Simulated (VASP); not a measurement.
# SnO2 (P1) in VASP: single point with LDA

Aim: the single point of SnO2 with LDA.

Program: VASP 6.6.1. These are calculated values, not measurements. Logs are shortened: lines on timing, memory, paths and dates and some standing lists are left out, and cuts for length are marked.

## Step 1: The cell of the first run

The typed cell holds 6 atoms: a = 4.788 Å, b = 4.867 Å, c = 3.241 Å, α = 90.00°, β = 90.00°, γ = 90.00°.

## Step 2: Single point, LDA (atoms moved at random)

Contents of INCAR:

```
ALGO     = Normal         # electronic algorithm
EDIFF    = 1E-6           # SCF threshold, eV
ENCUT    = 520            # plane-wave cutoff, eV
GGA      = CA             # functional
ISIF     = 2              # what is computed and relaxed
ISMEAR   = 0              # smearing method
LASPH    = T              # aspherical terms in the spheres
LCHARG   = F              # write CHGCAR
LREAL    = F              # projectors in reciprocal space
LWAVE    = F              # write WAVECAR
NBANDS   = 35             # bands
NELM     = 100            # most SCF steps
PREC     = Accurate       # precision mode
SIGMA    = 0.05           # smearing width, eV
```

Contents of KPOINTS:

```
k-points
0
Gamma
  6 6 8
```

Contents of POSCAR:

```
SnO2
1.0
    4.7880040000      0.0000000000      0.0000000000
    0.0000000000      4.8665820000      0.0000000000
    0.0000000000      0.0000000000      3.2408980000
Sn O
2 4
Direct
    0.5061135738      0.5026718219      0.4843921721
   -0.0205815692     -0.0014112757     -0.0403131413
    0.3519290239      0.3335102983      0.0278810104
    0.7628735404      0.2123363043      0.4642244684
    0.2094648144      0.7891967382      0.5531351812
    0.6902006167      0.6636961129      0.0106803092
```

Potentials or basis: VASP PAW LDA potentials, release 64 (Sn_d, O).

Launch:

```
$ cat potpaw_LDA.64/Sn_d/POTCAR potpaw_LDA.64/O/POTCAR > POTCAR
$ mpirun -np 1 vasp_std > vasp.out
```

OUTCAR:

```text
EDIFF = 1E-6
   ENCUT = 520
   GGA = CA
   ISIF = 2
   ISMEAR = 0
   LASPH = T
   LREAL = F
   NELM = 100
   PREC = Accurate

 ion  position               nearest neighbor table
   1  0.506  0.503  0.484-   3 1.85   4 1.87   6 1.94   5 2.00   6 2.07   3 2.08   2 3.65   2 3.68
                             2 3.72   2 3.75
   2  0.979  0.999  0.960-   5 2.00   6 2.15   4 2.18   4 2.20   3 2.43   5 2.44   1 3.65   1 3.68
                             1 3.72   1 3.75
   3  0.352  0.334  0.028-   1 1.85   1 2.08   2 2.43
   4  0.763  0.212  0.464-   1 1.87   2 2.18   2 2.20
   5  0.209  0.789  0.553-   2 2.00   1 2.00   2 2.44
   6  0.690  0.664  0.011-   1 1.94   1 2.07   2 2.15

  LATTYP: Found a simple orthorhombic cell.
 ALAT       =     3.2408980000
 B/A-ratio  =     1.4773695439
 C/A-ratio  =     1.5016152930

  Lattice vectors:

 A1 = (   0.0000000000,   0.0000000000,   3.2408980000)
 A2 = (   4.7880040000,   0.0000000000,   0.0000000000)
 A3 = (   0.0000000000,   4.8665820000,   0.0000000000)

Analysis of symmetry for initial positions (statically):
=====================================================================
 Subroutine PRICEL returns:
 Original cell was already a primitive cell.

 Routine SETGRP: Setting up the symmetry group for a
 simple orthorhombic supercell.

 Subroutine GETGRP returns: Found  1 space group operations
 (whereof  1 operations were pure point group operations)
 out of a pool of  8 trial point group operations.

The static configuration has the point symmetry C_1 .

Analysis of symmetry for dynamics (positions and initial velocities):
=====================================================================
 Subroutine PRICEL returns:
 Original cell was already a primitive cell.

 Routine SETGRP: Setting up the symmetry group for a
 simple orthorhombic supercell.

 Subroutine GETGRP returns: Found  1 space group operations
 (whereof  1 operations were pure point group operations)
 out of a pool of  8 trial point group operations.

The dynamic configuration has the point symmetry C_1 .

 Subroutine INISYM returns: Found  1 space group operations
 (whereof  1 operations are pure point group operations),
 and found     1 'primitive' translations

----------------------------------------------------------------------------------------

                                     Primitive cell

  volume of cell :      75.5169

  direct lattice vectors                    reciprocal lattice vectors
     4.788004000  0.000000000  0.000000000     0.208855298  0.000000000  0.000000000
     0.000000000  4.866582000  0.000000000     0.000000000  0.205483027  0.000000000
     0.000000000  0.000000000  3.240898000     0.000000000  0.000000000  0.308556456

  length of vectors
     4.788004000  4.866582000  3.240898000     0.208855298  0.205483027  0.308556456

  position of ions in fractional coordinates (direct lattice)
     0.506113574  0.502671822  0.484392172
     0.979418431  0.998588724  0.959686859
     0.351929024  0.333510298  0.027881010
     0.762873540  0.212336304  0.464224468
     0.209464814  0.789196738  0.553135181
     0.690200617  0.663696113  0.010680309

  ion indices of the primitive-cell ions
   primitive index   ion index
                 1           1
                 2           2
                 3           3
                 4           4
                 5           5
                 6           6

----------------------------------------------------------------------------------------

 KPOINTS: k-points

Automatic generation of k-mesh.
 Grid dimensions read from file:
 generate k-points for:    6    6    8

 Generating k-lattice:

  Cartesian coordinates                     Fractional coordinates (reciprocal lattice)
     0.034809216  0.000000000  0.000000000     0.166666667  0.000000000  0.000000000
     0.000000000  0.034247171  0.000000000     0.000000000  0.166666667  0.000000000
     0.000000000  0.000000000  0.038569557     0.000000000  0.000000000  0.125000000

  Length of vectors
     0.034809216  0.034247171  0.038569557

  Shift w.r.t. Gamma in fractional coordinates (k-lattice)
     0.000000000  0.000000000  0.000000000

 Subroutine IBZKPT returns following result:
 ===========================================

 Found    148 irreducible k-points:

 Following reciprocal coordinates:
            Coordinates               Weight
  0.000000  0.000000  0.000000      1.000000
  0.166667  0.000000  0.000000      2.000000
  0.333333  0.000000  0.000000      2.000000
  0.500000  0.000000  0.000000      1.000000
  0.000000  0.166667  0.000000      2.000000
  0.166667  0.166667  0.000000      2.000000
[... 16 lines left out ...]
 -0.166667  0.000000  0.125000      2.000000
  0.333333  0.000000  0.125000      2.000000
 [... further k-points ...]
   k-points           NKPTS =    148   k-points in BZ     NKDIM =    148   number of bands    NBANDS=     35
   number of dos      NEDOS =    301   number of ions     NIONS =      6
   total plane-waves  NPLWV =  31104
   dimension x,y,z NGX =    36 NGY =   36 NGZ =   24
   dimension x,y,z NGXF=    72 NGYF=   72 NGZF=   48
   ions per type =               2   4
   NGX,Y,Z   is equivalent  to a cutoff of  12.50, 12.30, 12.31 a.u.
   NGXF,Y,Z  is equivalent  to a cutoff of  25.00, 24.60, 24.62 a.u.
 SYSTEM =  unknown system
   PREC   = accura    normal or accurate (medium, high low for compatibility)
   ISTART =      0    job   : 0-new  1-cont  2-samecut
   ICHARG =      2    charge: 1-file 2-atom 10-const
   ISPIN  =      1    spin polarized calculation?
   LNONCOLLINEAR =      F non collinear calculations
   LSORBIT =      F    spin-orbit coupling
   LASPH  =      T    aspherical Exc in radial PAW
   ENCUT  =  520.0 eV  38.22 Ry    6.18 a.u.   8.90  9.05  6.03*2*pi/ulx,y,z
   NELM   =    100;   NELMIN=  2; NELMDL= -5     # of ELM steps
   EDIFF  = 0.1E-05   stopping-criterion for ELM
   LREAL  =      F    real-space projection
[... 7 lines left out ...]
   TEBEG  =    0.0;   TEEND  =   0.0 temperature during run
   PSTRESS=    0.0 pullay stress
   NELECT =      52.0000    total number of electrons
   NUPDOWN=      -1.0000    fix difference up-down
   EMIN   =  10.00;   EMAX   =-10.00  energy-range for DOS
   EFERMI =   0.00;   METHOD = LEGACY
   ISMEAR =     0;   SIGMA  =   0.05  broadening in eV -4-tet -1-fermi 0-gaus
   EFERMI_NEDOS =   21; number of points for ismear=-14 and -15
   IALGO  =     38    algorithm
   IMIX   =      4    mixing-type and parameters
     AMIX     =   0.40;   BMIX     =  1.00
     AMIX_MAG =   1.60;   BMIX_MAG =  1.00
  volume/ion in A,a.u.               =      12.59        84.94
  Fermi-wavevector in a.u.,A,eV,Ry     =   1.445644  2.731871 28.434627  2.089886
  Thomas-Fermi vector in A             =   2.563802
   LORBIT       =      0    0 simple, 1 ext, 2 COOP (PROOUT), +10 PAW based schemes
   GGA     = CA    functional components
   LHFCALC =     F    Hartree Fock is set to
   AEXX    =    0.0000 exact exchange contribution
   IVDW    =     0    specifies the selected vdW correction
   LEPSILON=     F    determine dielectric tensor
   LRPA    =     F    only Hartree local field effects (RPA)
 non-spin polarized calculation
 Gauss-broadening in eV      SIGMA  =   0.05
  energy-cutoff  :      520.00
  volume of cell :       75.52
 maximum number of plane-waves:      2064
   NGX = 17   NGY = 19   NGZ = 13

 number of electron      52.0000000 magnetization

 Free energy of the ion-electron system (eV)
  ---------------------------------------------------
  ext. energy  EPLUGINS =         0.00000000
  ---------------------------------------------------
  free energy    TOTEN  =       -39.79616457 eV

  energy without entropy =      -39.79616390  energy(sigma->0) =      -39.79616424

 E-fermi :   5.4454     XC(G=0): -11.4825

 val. band max:        5.3262633221   @ k =   0.0000   0.0000   0.0000
 cond. band min:       5.5645953230   @ k =   0.0000   0.0000   0.0000
 fundamental gap:      0.2383320009
 Fermi energy:         5.4454296384

 k-point     1 :       0.0000    0.0000    0.0000
  band No.  band energies     occupation
      1     -15.8802      2.00000
      2     -15.3482      2.00000
      3     -15.3377      2.00000
      4     -15.1897      2.00000
      5     -15.1508      2.00000
      6     -15.1238      2.00000
[... 27 lines left out ...]
     34      16.8258      0.00000
     35      17.4915      0.00000

 k-point     2 :       0.1667    0.0000    0.0000
  band No.  band energies     occupation
      1     -15.8499      2.00000
      2     -15.3773      2.00000
      3     -15.3285      2.00000
      4     -15.1937      2.00000
      5     -15.1732      2.00000
      6     -15.1231      2.00000
[... 27 lines left out ...]
     34      16.8058      0.00000
     35      17.6735      0.00000

 k-point     3 :       0.3333    0.0000    0.0000
  band No.  band energies     occupation
      1     -15.7669      2.00000
      2     -15.4580      2.00000
      3     -15.3218      2.00000
      4     -15.2241      2.00000
      5     -15.1845      2.00000
      6     -15.1216      2.00000
[... 27 lines left out ...]
     34      16.9126      0.00000
     35      18.0052      0.00000

 k-point     4 :       0.5000    0.0000    0.0000
  band No.  band energies     occupation
      1     -15.6903      2.00000
      2     -15.5389      2.00000
      3     -15.3195      2.00000
      4     -15.2380      2.00000
      5     -15.1850      2.00000
      6     -15.1209      2.00000
[... 27 lines left out ...]
     34      17.2402      0.00000
     35      17.9829      0.00000

 k-point     5 :       0.0000    0.1667    0.0000
  band No.  band energies     occupation
      1     -15.8474      2.00000
      2     -15.3722      2.00000
      3     -15.3337      2.00000
      4     -15.2000      2.00000
      5     -15.1733      2.00000
      6     -15.1231      2.00000
[... 638 lines left out ...]
 k-point    22 :       0.1667    0.0000    0.1250
  band No.  band energies     occupation
      1     -15.8114      2.00000
      2     -15.4015      2.00000
      3     -15.2986      2.00000
      4     -15.1977      2.00000
      5     -15.1692      2.00000
      6     -15.1250      2.00000
[... 27 lines left out ...]
     34      16.8107      0.00000
     35      17.8793      0.00000

 k-point    23 :      -0.1667    0.0000    0.1250
  band No.  band energies     occupation
      1     -15.7776      2.00000
      2     -15.4329      2.00000
      3     -15.2979      2.00000
      4     -15.2006      2.00000
      5     -15.1490      2.00000
      6     -15.1245      2.00000
[... 27 lines left out ...]
     34      16.7594      0.00000
     35      17.6151      0.00000

 k-point    24 :       0.3333    0.0000    0.1250
  band No.  band energies     occupation
      1     -15.7528      2.00000
      2     -15.4394      2.00000
      3     -15.3061      2.00000
      4     -15.2272      2.00000
      5     -15.1916      2.00000
      6     -15.1237      2.00000
[... 27 lines left out ...]
     34      16.9618      0.00000
     35      18.1074      0.00000

 [... further k-points ...]
[... 5 lines left out ...]
  --------------------------------------------------------------------------------------
  -------------------------------------------------------------------------------------
  Total        1.7123847      1.9558106      2.5131863     -0.9828090      1.3925957      0.7027171
  in kB       36.3302174     41.4947798     53.3201496    -20.8514282     29.5455258     14.9089551
  external PRESSURE =      43.7150489 kB  Pullay stress =       0.0000000 kB

 VOLUME and BASIS-vectors are now :
 -----------------------------------------------------------------------------
  energy-cutoff  :      520.00
  volume of cell :       75.52
      direct lattice vectors                 reciprocal lattice vectors
     4.788004000  0.000000000  0.000000000     0.208855298  0.000000000  0.000000000
     0.000000000  4.866582000  0.000000000     0.000000000  0.205483027  0.000000000
     0.000000000  0.000000000  3.240898000     0.000000000  0.000000000  0.308556456

 POSITION                                       TOTAL-FORCE (eV/Angst)
 -----------------------------------------------------------------------------------
      2.42327      2.44629      1.56987        -1.486187      2.611559      4.369721
      4.68946      4.85971      3.11025         0.120408      0.540763      1.249841
      1.68504      1.62306      0.09036        -4.603251     -3.845309     -3.471445
      3.65264      1.03335      1.50450         4.766146     -4.708604      0.634537
      1.00292      3.84069      1.79265        -1.781409      1.908156     -1.205247
      3.30468      3.22993      0.03461         2.984294      3.493435     -1.577408
 -----------------------------------------------------------------------------------
    total drift:                               -0.000062     -0.000654     -0.000122

  FREE ENERGIE OF THE ION-ELECTRON SYSTEM (eV)
  ---------------------------------------------------
  free  energy   TOTEN  =       -39.7961645721 eV

  energy  without entropy=      -39.7961639035  energy(sigma->0) =      -39.79616424
```

Run time: 4.2 min. Hardware: 1 thread of Oxide Virtual Turin-like, shared host; peak memory 0.34 GiB.

What came out:

```
Free energy            : -39.7962 eV
Pressure               : 4.4 GPa
Largest force          : 6.930 eV/Å
Band gap on the k mesh : 0.24 eV, direct
```

Forces in eV/Å, atoms in the order of the input:
```
Sn  -1.486  2.612  4.370
Sn   0.120  0.541  1.250
O   -4.603 -3.845 -3.471
O    4.766 -4.709  0.635
O   -1.781  1.908 -1.205
O    2.984  3.493 -1.577
```

Levels at points of the mesh, in eV from the valence-band top:
```
           k point  band 24  band 25  band 26  band 27  band 28  band 29
(0.00, 0.00, 0.00)    -1.00    -0.69     0.00     0.24     5.10     5.78
(0.50, 0.00, 0.00)    -1.03    -0.86    -0.40     2.62     4.35     6.15
(0.00, 0.50, 0.00)    -1.02    -0.81    -0.34     2.57     4.41     6.21
(0.50, 0.50, 0.00)    -1.16    -1.05    -0.47     2.41     5.44     6.39
(0.00, 0.00, 0.50)    -1.58    -1.19    -0.92     3.19     6.27     8.06
(0.50, 0.00, 0.50)    -0.91    -0.79    -0.38     3.63     5.80     7.10
(0.00, 0.50, 0.50)    -1.12    -0.81    -0.36     3.63     5.78     7.07
(0.50, 0.50, 0.50)    -0.99    -0.92    -0.57     2.45     4.97     7.32
```

Caveat: the cell differs from its parent crystal (atoms moved at random); spin-orbit coupling is left out, which moves the levels of the heavy elements; forces of over 1 eV/Å act on the atoms, so gaps and moduli don't describe the material at rest.
